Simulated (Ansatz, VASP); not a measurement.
YbC in VASP and in Ansatz

```xyz
2
Lattice="3.4950 0.0000 0.0000 -1.7475 3.0267 0.0000 0.0000 0.0000 3.1807" Properties=species:S:1:pos:R:3 pbc="T T T"
Yb    0.0000    0.0000    0.0000
C     1.7475    1.0089    1.5903
```

Alike in both runs: task single point; functional PBE; k mesh 6 × 6 × 6; occupations gaussian, width 0.05 eV; collinear spin; Hubbard terms Yb f U = 6.0 eV.

|  | VASP | Ansatz |
| --- | --- | --- |
| version | VASP 6.6.1 | Ansatz 0.2.0 |
| potentials or method | VASP PAW PBE potentials, release 64 (Yb, C), cutoff 520 eV | scalar-relativistic, plane waves, PAW |
| valence electrons in the cell | 28 | 28 |

```tsv
	VASP	Ansatz	Ansatz less VASP
gap on the k mesh at the Fermi level (eV)	none	none	-
pressure (GPa)	-3.4	0.8	+4.23
traceless stress, the component that is largest in VASP (GPa)	-0.66	-1.82	-1.161
net moment per atom (μB)	0.00	0.57	+0.565
size of the moment on the site where the two differ most (μB)	0.01	0.75	+0.749
```

The net moments are unlike, so the other rows may belong to different states. Site moments also hang on the region over which each program counts them. The programs project onto different local orbitals, so the same U acts differently, and such runs can settle in different states. A gap of «none» marks a metal or a gap that the smearing closes. Ansatz's warnings: filled band counts differ across k points, given moment on shells.

Spin-orbit coupling is off throughout.
